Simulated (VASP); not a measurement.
HgTe, 4 atoms in the cell. The structure is orthorhombic, space group Cmcm (No. 63). Conventional cell: a = 5.985 Å, b = 6.934 Å, c = 5.798 Å, α = 90.00°, β = 90.00°, γ = 90.00°. Hg (site symmetry m2m) has 6 Te at 3.02 to 3.87 Å and 2 Hg at 3.63 Å within 4.0 Å. Te (site symmetry m2m) has 6 Hg at 3.02 to 3.87 Å within 4.0 Å. 

* Program: VASP 6.6.1
* Task: single point
* Functional: LDA
* Potentials or basis: VASP PAW LDA potentials, release 64 (Hg, Te)
* Cutoff: 520 eV
* k mesh: 4 × 4 × 4
* Occupations: fermi-dirac, width 0.05 eV
* Spin: no spin polarisation
* Dipole correction: no
* Further INCAR settings: ALGO = Normal; EDIFF = 1e-07; NBANDS = 26

Potentials or basis: VASP PAW LDA potentials, release 64 (Hg, Te).

Run with:

```console
$ cat potpaw_LDA.64/Hg/POTCAR potpaw_LDA.64/Te/POTCAR > POTCAR
$ mpirun -np 1 vasp_std > vasp.out
```

Hardware: 1 thread of Intel Xeon 8259CL, on a shared host.

Task: Estimate the wall time of this run.

Result: It took 2.4 min on 1 thread of Intel Xeon 8259CL, on a shared host, peak memory 0.23 GiB. Counts: scf iterations 20, k points 21.
